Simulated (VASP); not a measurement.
# MoS3 (P4/mmm) in VASP: a series of runs

Runs on MoS3. Level: PBE. Tasks: single point.

All numbers are computed with VASP 6.6.1; they aren't measurements. Logs are shortened: lines on timing, memory, paths and dates and some standing lists are left out, and cuts for length are marked.

### Step 1. The cell of the first run

It takes space group P4/mmm (No. 123, tetragonal). Conventional cell: a = 3.668 Å, b = 3.668 Å, c = 6.420 Å, α = 90.00°, β = 90.00°, γ = 90.00°. Mo (site symmetry 4/mmm) has 12 S at 2.59 to 3.11 Å within 3.4 Å. Within 2.3 Å of S (site symmetry 4mm) lie 1 S at 1.71 Å. Within 2.3 Å of S (site symmetry 4/mmm) lie 2 S at 1.71 Å.

### Step 2. Single point, PBE, collinear spin, ferromagnetic start

Input file INCAR:

```
SYSTEM = MoS3
ALGO     = Normal         ! electronic algorithm
EDIFF    = 1E-6           ! SCF threshold, eV
ENCUT    = 520            ! plane-wave cutoff, eV
GGA      = PE             ! functional
ISIF     = 2              ! what is computed and relaxed
ISMEAR   = 0              ! smearing method
ISPIN    = 2              ! spin polarisation
LASPH    = .True.         ! aspherical terms in the spheres
LCHARG   = .False.        ! write CHGCAR
LMAXMIX  = 4              ! l up to which the mixer works
LORBIT   = 11             ! projections on sites
LREAL    = .False.        ! projectors in reciprocal space
LWAVE    = .False.        ! write WAVECAR
MAGMOM   = 1 0 0 0        ! initial moments
NBANDS   = 28             ! bands
NELM     = 150            ! most SCF steps
PREC     = Accurate       ! precision mode
SIGMA    = 0.1            ! smearing width, eV
```

Input file KPOINTS:

```
k-points
0
Gamma
  6 6 4
  0 0 0
```

Input file POSCAR:

```
MoS3
1.0
    3.6678986300      0.0000000000      0.0000000000
    0.0000000000      3.6678986300      0.0000000000
    0.0000000000      0.0000000000      6.4202835400
Mo S
1 3
Direct
    0.5000000000      0.5000000000      0.0000000000
    0.0000000000      0.0000000000      0.7331845400
    0.0000000000      0.0000000000      0.2668154600
    0.0000000000      0.0000000000      0.0000000000
```

Potentials or basis: VASP PAW PBE potentials, release 64 (Mo_sv, S).

Command:

```console
cat potpaw_PBE.64/Mo_sv/POTCAR potpaw_PBE.64/S/POTCAR > POTCAR
mpirun -np 1 vasp_std > vasp.out
```

OUTCAR:

```text
SYSTEM = MoS3
   EDIFF = 1E-6
   ENCUT = 520
   GGA = PE
   ISIF = 2
   ISMEAR = 0
   ISPIN = 2
   LASPH = .True.
   LORBIT = 11
   LREAL = .False.
   NELM = 150
   PREC = Accurate

 ion  position               nearest neighbor table
   1  0.500  0.500  0.000-   4 2.59   4 2.59   4 2.59   4 2.59   3 3.11   3 3.11   2 3.11   3 3.11
                             2 3.11   2 3.11   3 3.11   2 3.11
   2  0.000  0.000  0.733-   4 1.71   1 3.11   1 3.11   1 3.11   1 3.11
   3  0.000  0.000  0.267-   4 1.71   1 3.11   1 3.11   1 3.11   1 3.11
   4  0.000  0.000  0.000-   2 1.71   3 1.71   1 2.59   1 2.59   1 2.59   1 2.59

  LATTYP: Found a simple tetragonal cell.
 ALAT       =     3.6678986300
 C/A-ratio  =     1.7503983037

  Lattice vectors:

 A1 = (   3.6678986300,   0.0000000000,   0.0000000000)
 A2 = (   0.0000000000,   3.6678986300,   0.0000000000)
 A3 = (   0.0000000000,   0.0000000000,   6.4202835400)

Analysis of symmetry for initial positions (statically):
=====================================================================
 Subroutine PRICEL returns:
 Original cell was already a primitive cell.

 Routine SETGRP: Setting up the symmetry group for a
 simple tetragonal supercell.

 Subroutine GETGRP returns: Found 16 space group operations
 (whereof 16 operations were pure point group operations)
 out of a pool of 16 trial point group operations.

The static configuration has the point symmetry D_4h.

Analysis of symmetry for dynamics (positions and initial velocities):
=====================================================================
 Subroutine PRICEL returns:
 Original cell was already a primitive cell.

 Routine SETGRP: Setting up the symmetry group for a
 simple tetragonal supercell.

 Subroutine GETGRP returns: Found 16 space group operations
 (whereof 16 operations were pure point group operations)
 out of a pool of 16 trial point group operations.

The dynamic configuration has the point symmetry D_4h.

Analysis of structural, dynamic, and magnetic symmetry:
=====================================================================
 Subroutine PRICEL returns:
 Original cell was already a primitive cell.

 Routine SETGRP: Setting up the symmetry group for a
 simple tetragonal supercell.

 Subroutine GETGRP returns: Found 16 space group operations
 (whereof 16 operations were pure point group operations)
 out of a pool of 16 trial point group operations.

The overall configuration has the point symmetry D_4h.

 Subroutine INISYM returns: Found 16 space group operations
 (whereof 16 operations are pure point group operations),
 and found     1 'primitive' translations

----------------------------------------------------------------------------------------

                                     Primitive cell

  volume of cell :      86.3752

  direct lattice vectors                    reciprocal lattice vectors
     3.667898630  0.000000000  0.000000000     0.272635670  0.000000000  0.000000000
     0.000000000  3.667898630  0.000000000     0.000000000  0.272635670  0.000000000
     0.000000000  0.000000000  6.420283540     0.000000000  0.000000000  0.155756361

  length of vectors
     3.667898630  3.667898630  6.420283540     0.272635670  0.272635670  0.155756361

  position of ions in fractional coordinates (direct lattice)
     0.500000000  0.500000000  0.000000000
     0.000000000  0.000000000  0.733184540
     0.000000000  0.000000000  0.266815460
     0.000000000  0.000000000  0.000000000

  ion indices of the primitive-cell ions
   primitive index   ion index
                 1           1
                 2           2
                 3           3
                 4           4

----------------------------------------------------------------------------------------

 KPOINTS: k-points

Automatic generation of k-mesh.
 Grid dimensions read from file:
 generate k-points for:    6    6    4

 Generating k-lattice:

  Cartesian coordinates                     Fractional coordinates (reciprocal lattice)
     0.045439278  0.000000000  0.000000000     0.166666667  0.000000000  0.000000000
     0.000000000  0.045439278  0.000000000     0.000000000  0.166666667  0.000000000
     0.000000000  0.000000000  0.038939090     0.000000000  0.000000000  0.250000000

  Length of vectors
     0.045439278  0.045439278  0.038939090

  Shift w.r.t. Gamma in fractional coordinates (k-lattice)
     0.000000000  0.000000000  0.000000000

 Subroutine IBZKPT returns following result:
 ===========================================

 Found     30 irreducible k-points:

 Following reciprocal coordinates:
            Coordinates               Weight
  0.000000  0.000000  0.000000      1.000000
  0.166667  0.000000  0.000000      4.000000
  0.333333  0.000000  0.000000      4.000000
  0.500000  0.000000  0.000000      2.000000
  0.166667  0.166667  0.000000      4.000000
  0.333333  0.166667  0.000000      8.000000
[... 16 lines left out ...]
  0.333333  0.000000  0.500000      4.000000
  0.500000  0.000000  0.500000      2.000000
 [... further k-points ...]
   k-points           NKPTS =     30   k-points in BZ     NKDIM =     30   number of bands    NBANDS=     28
   number of dos      NEDOS =    301   number of ions     NIONS =      4
   total plane-waves  NPLWV =  37632
   dimension x,y,z NGX =    28 NGY =   28 NGZ =   48
   dimension x,y,z NGXF=    56 NGYF=   56 NGZF=   96
   ions per type =               1   3
   NGX,Y,Z   is equivalent  to a cutoff of  12.69, 12.69, 12.43 a.u.
   NGXF,Y,Z  is equivalent  to a cutoff of  25.38, 25.38, 24.86 a.u.
 SYSTEM =  MoS3
   PREC   = accura    normal or accurate (medium, high low for compatibility)
   ISTART =      0    job   : 0-new  1-cont  2-samecut
   ICHARG =      2    charge: 1-file 2-atom 10-const
   ISPIN  =      2    spin polarized calculation?
   LNONCOLLINEAR =      F non collinear calculations
   LSORBIT =      F    spin-orbit coupling
   LASPH  =      T    aspherical Exc in radial PAW
   ENCUT  =  520.0 eV  38.22 Ry    6.18 a.u.   6.82  6.82 11.94*2*pi/ulx,y,z
   NELM   =    150;   NELMIN=  2; NELMDL= -5     # of ELM steps
   EDIFF  = 0.1E-05   stopping-criterion for ELM
   LREAL  =      F    real-space projection
   EDIFFG = 0.1E-04   stopping-criterion for IOM
   NSW    =      0    number of steps for IOM
   IBRION =     -1    ionic relax: 0-MD 1-quasi-New 2-CG
   NFREE  =      0    steps in history (QN), initial steepest desc. (CG)
   ISIF   =      2    stress and relaxation
   ISYM   =      2    0-nonsym 1-usesym 2-fastsym
   POTIM  = 0.5000    time-step for ionic-motion
   TEBEG  =    0.0;   TEEND  =   0.0 temperature during run
   PSTRESS=    0.0 pullay stress
   NELECT =      32.0000    total number of electrons
   NUPDOWN=      -1.0000    fix difference up-down
   EMIN   =  10.00;   EMAX   =-10.00  energy-range for DOS
   EFERMI =   0.00;   METHOD = LEGACY
   ISMEAR =     0;   SIGMA  =   0.10  broadening in eV -4-tet -1-fermi 0-gaus
   EFERMI_NEDOS =   21; number of points for ismear=-14 and -15
   IALGO  =     38    algorithm
   IMIX   =      4    mixing-type and parameters
     AMIX     =   0.40;   BMIX     =  1.00
     AMIX_MAG =   1.60;   BMIX_MAG =  1.00
  volume/ion in A,a.u.               =      21.59       145.72
  Fermi-wavevector in a.u.,A,eV,Ry     =   1.175787  2.221915 18.809705  1.382474
  Thomas-Fermi vector in A             =   2.312161
   LORBIT       =     11    0 simple, 1 ext, 2 COOP (PROOUT), +10 PAW based schemes
   GGA     = PE    functional components
   LHFCALC =     F    Hartree Fock is set to
   AEXX    =    0.0000 exact exchange contribution
   IVDW    =     0    specifies the selected vdW correction
   LEPSILON=     F    determine dielectric tensor
   LRPA    =     F    only Hartree local field effects (RPA)
 spin polarized calculation
 Gauss-broadening in eV      SIGMA  =   0.10
  energy-cutoff  :      520.00
  volume of cell :       86.38
 maximum number of plane-waves:      2376
 NGX is ok and might be reduce to    28
   NGX = 13   NGY = 13   NGZ = 23

 number of electron      32.0000008 magnetization       2.1720920

 Free energy of the ion-electron system (eV)
  ---------------------------------------------------
  ext. energy  EPLUGINS =         0.00000000
  ---------------------------------------------------
  free energy    TOTEN  =       -14.96944921 eV

  energy without entropy =      -14.95484719  energy(sigma->0) =      -14.96214820

 E-fermi :   5.7870     XC(G=0):  -9.4164

 val. band max:        5.7580302965   @ k =   0.5000   0.5000   0.5000
 cond. band min:       5.7957164488   @ k =   0.3333   0.3333   0.5000
 fundamental gap:      0.0376861522
 Fermi energy:         5.7869978563

 spin component 1

 k-point     1 :       0.0000    0.0000    0.0000
  band No.  band energies     occupation
      1     -55.8169      1.00000
      2     -30.2205      1.00000
      3     -29.9132      1.00000
      4     -29.9132      1.00000
      5     -14.4041      1.00000
      6     -10.6314      1.00000
[... 20 lines left out ...]
     27      15.1856      0.00000
[... 691 lines left out ...]
      6     -10.6472      1.00000
[... 20 lines left out ...]
     27      13.3165      0.00000
     28      13.4568      0.00000

 [... further k-points ...]

 spin component 2

 k-point     1 :       0.0000    0.0000    0.0000
  band No.  band energies     occupation
      1     -54.4175      1.00000
      2     -28.4794      1.00000
      3     -28.4584      1.00000
      4     -28.4584      1.00000
      5     -14.4569      1.00000
      6     -10.6742      1.00000
[... 20 lines left out ...]
     27      15.1708      0.00000
[... 691 lines left out ...]
      6     -10.6888      1.00000
[... 20 lines left out ...]
     27      13.5267      0.00000
     28      13.9404      0.00000

 [... further k-points ...]
[... 5 lines left out ...]
  --------------------------------------------------------------------------------------
  -------------------------------------------------------------------------------------
  Total       -3.6385535     -3.6385535     44.3782826      0.0000000      0.0000000      0.0000000
  in kB      -67.4917184    -67.4917184    823.1750833      0.0000000      0.0000000      0.0000000
  external PRESSURE =     229.3972155 kB  Pullay stress =       0.0000000 kB

 VOLUME and BASIS-vectors are now :
 -----------------------------------------------------------------------------
  energy-cutoff  :      520.00
  volume of cell :       86.38
      direct lattice vectors                 reciprocal lattice vectors
     3.667898630  0.000000000  0.000000000     0.272635670  0.000000000  0.000000000
     0.000000000  3.667898630  0.000000000     0.000000000  0.272635670  0.000000000
     0.000000000  0.000000000  6.420283540     0.000000000  0.000000000  0.155756361

 POSITION                                       TOTAL-FORCE (eV/Angst)
 -----------------------------------------------------------------------------------
      1.83395      1.83395      0.00000        -0.000000      0.000000     -0.000000
      0.00000      0.00000      4.70725         0.000000     -0.000000    -12.860696
      0.00000      0.00000      1.71303         0.000000     -0.000000     12.860696
      0.00000      0.00000      0.00000        -0.000000      0.000000     -0.000000
 -----------------------------------------------------------------------------------
    total drift:                                0.000000      0.000000     -0.000000

  FREE ENERGIE OF THE ION-ELECTRON SYSTEM (eV)
  ---------------------------------------------------
  free  energy   TOTEN  =       -14.9694492066 eV

  energy  without entropy=      -14.9548471894  energy(sigma->0) =      -14.96214820

 total charge

# of ion       s       p       d       tot
------------------------------------------
    1        2.160   6.042   4.049  12.251
    2        1.406   2.432   0.000   3.838
    3        1.406   2.432   0.000   3.838
    4        1.295   2.522   0.000   3.817
--------------------------------------------------
tot          6.266  13.429   4.049  23.744

 magnetization (x)

# of ion       s       p       d       tot
------------------------------------------
    1        0.028   0.014   2.100   2.142
    2        0.001  -0.068   0.000  -0.067
    3        0.001  -0.068   0.000  -0.067
    4       -0.008  -0.057   0.000  -0.065
--------------------------------------------------
tot          0.023  -0.179   2.100   1.944
```

Run time: 67 s. Hardware: 1 thread of Intel Xeon 6975P-C (Granite Rapids), shared host; peak memory 0.26 GiB.

What came out:

* Free energy: -14.9694 eV
* Pressure: 22.9 GPa
* Largest force: 12.861 eV/Å
* Net moment: 2.17 μB per cell
* Site moments: Mo +2.14; S -0.07 μB
* Valence electrons inside the program's atomic spheres: Mo 12.25; S 3.84, 3.82

Forces in eV/Å, atoms in the order of the input:
```
Mo    0.000   0.000   0.000
S     0.000   0.000 -12.861
S     0.000   0.000  12.861
S     0.000   0.000   0.000
```

Caveat: this functional lacks dispersion, which binds the layers, so the pressure and a relaxed spacing across them are unreliable; forces of over 1 eV/Å act on the atoms, so gaps and moduli don't describe the material at rest.

### Step 3. Single point, PBE, collinear spin, ferromagnetic start

This run uses another cell than the first one, of 24.40 Å³/atom, 1.130 times its volume.

Input file INCAR:

```
SYSTEM = MoS3
  PREC = Accurate
  ENCUT = 520
  EDIFF = 1E-6
  ISMEAR = 0
  SIGMA = 0.1
  LREAL = .False.
  LASPH = .True.
  NELM = 150
  ALGO = Normal
  ISIF = 2
  LWAVE = .False.
  LCHARG = .True.
  ISPIN = 2
  MAGMOM = 1 0 0 0
  LORBIT = 11
  LMAXMIX = 4
  GGA = PE
  LELF = .True.
  LVHAR = .True.
  NBANDS = 28
```

Input file KPOINTS:

```
regular mesh
0
Gamma
  6 6 4
  0 0 0
```

Input file POSCAR:

```
MoS3
1.0
    3.3386286487      0.0000000000      0.0000000000
    0.0000000000      3.3386286487      0.0000000000
    0.0000000000      0.0000000000      8.7575545339
Mo S
1 3
Direct
    0.5000000000      0.5000000000      0.0000000000
    0.0000000000      0.0000000000      0.6089557391
    0.0000000000      0.0000000000      0.3910442609
    0.0000000000      0.0000000000      0.0000000000
```

Potentials or basis: VASP PAW PBE potentials, release 64 (Mo_sv, S).

Command:

```console
cat potpaw_PBE.64/Mo_sv/POTCAR potpaw_PBE.64/S/POTCAR > POTCAR
mpirun -np 1 vasp_std > vasp.out
```

Run time: 1.9 min. Hardware: 1 thread of Intel Xeon 6975P-C (Granite Rapids), shared host; peak memory 0.34 GiB.

The run converged. Its results:

```yaml
Free_energy: -21.4970 eV
Pressure: -0.2 GPa
Largest_force: 0.234 eV/Å
Net_moment: 1.81 μB per cell
Site_moments: Mo +1.55; S -0.01, -0.04 μB
Valence_electrons_inside_the_program's_atomic_spheres: Mo 12.37; S 3.61, 3.76
```

Forces in eV/Å, atoms in the order of the input:
```
Mo   0.000  0.000  0.000
S    0.000  0.000 -0.234
S    0.000  0.000  0.234
S    0.000  0.000  0.000
```

Stress tensor (GPa, compression positive):
```
 0.00  0.00  0.00
 0.00  0.00  0.00
 0.00  0.00 -0.73
```

Levels at points of the mesh, in eV from the Fermi level:
Spin up:
| k point | band 13 | band 14 | band 15 | band 16 | band 17 | band 18 | band 19 | band 20 | band 21 | band 22 |
| --- | --- | --- | --- | --- | --- | --- | --- | --- | --- | --- |
| (0.00, 0.00, 0.00) | -2.31 | -2.31 | -1.84 | -1.25 | -0.71 | -0.71 | 1.13 | 1.13 | 3.55 | 4.04 |
| (0.50, 0.00, 0.00) | -1.97 | -1.97 | -0.97 | -0.32 | 0.47 | 1.44 | 1.55 | 3.22 | 4.50 | 5.17 |
| (0.50, 0.50, 0.00) | -2.98 | -2.35 | -2.35 | -1.01 | -1.01 | -0.87 | 0.68 | 1.92 | 2.78 | 4.98 |
| (0.00, 0.00, 0.50) | -2.33 | -2.33 | -1.84 | -1.65 | -0.68 | -0.68 | 1.11 | 1.11 | 3.20 | 4.63 |
| (0.50, 0.00, 0.50) | -2.16 | -1.97 | -0.58 | -0.32 | 0.54 | 1.45 | 1.62 | 2.50 | 3.44 | 5.44 |
| (0.50, 0.50, 0.50) | -2.55 | -2.20 | -2.20 | -1.17 | -1.17 | -0.87 | 0.68 | 1.86 | 2.86 | 4.30 |
Spin down:
```
           k point  band 12  band 13  band 14  band 15  band 16  band 17  band 18  band 19
(0.00, 0.00, 0.00)    -2.80    -2.32    -2.32    -1.16     0.43     0.45     0.45     1.15
(0.50, 0.00, 0.00)    -4.77    -1.99    -1.97     0.78     0.96     1.41     1.47     2.40
(0.50, 0.50, 0.00)    -4.32    -2.99    -1.63    -1.63    -0.73    -0.73     0.95     1.70
(0.00, 0.00, 0.50)    -2.79    -2.34    -2.34    -1.16    -0.11     0.52     0.52     1.08
(0.50, 0.00, 0.50)    -3.88    -1.99    -1.98     0.94     0.96     1.42     1.64     2.46
(0.50, 0.50, 0.50)    -4.63    -2.55    -1.20    -1.20    -1.18    -1.18     0.95     1.70
```

Caveat: this functional lacks dispersion, which binds the layers, so the pressure and a relaxed spacing across them are unreliable.
